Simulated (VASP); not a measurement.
Write the native input for VASP 6.6.1 that does the following.

- Task: single point
- Functional: PBE
- Potentials or basis: VASP PAW PBE potentials, release 64 (Ta_pv, Ga_d)
- Cutoff: 520 eV
- k mesh: 6 × 6 × 4
- Occupations: gaussian, width 0.1 eV
- Spin: no spin polarisation
- Dipole correction: no
- Further INCAR settings: ALGO = Normal; EDIFF = 1e-06; NBANDS = 24

The structure of Ta2Ga lies in POSCAR:

```
Ta2Ga
1.0
    3.7101673606      0.0000000000      0.0000000000
   -1.8550836803      3.2130991865      0.0000000000
    0.0000000000      0.0000000000      4.0059946584
Ta Ga
2 1
Direct
    0.3333333333      0.6666666667      0.5000000000
    0.6666666667      0.3333333333      0.5000000000
    0.0000000000      0.0000000000      0.0000000000
```

These files were run (other wordings do the same):

INCAR

```
SYSTEM = Ta2Ga
PREC = Accurate
ENCUT = 520
EDIFF = 1E-6
ISMEAR = 0
SIGMA = 0.1
LREAL = .FALSE.
LASPH = .TRUE.
NELM = 100
ALGO = Normal
ISIF = 2
LWAVE = .FALSE.
LCHARG = .FALSE.
GGA = PE
NBANDS = 24
```

KPOINTS

```
regular mesh
0
G
  6 6 4
  0 0 0
```

Potentials or basis: VASP PAW PBE potentials, release 64 (Ta_pv, Ga_d).

The run is started by

```console
$ cat potpaw_PBE.64/Ta_pv/POTCAR potpaw_PBE.64/Ga_d/POTCAR > POTCAR
$ mpirun -np 1 vasp_std > vasp.out
```

Results of the run:

* Pressure: 73.5 GPa

Caveat: the k points lie up to 0.39 Å⁻¹ apart.

It took 13 s on 1 thread of Intel Xeon 6975P-C, on a shared host, peak memory 0.17 GiB.
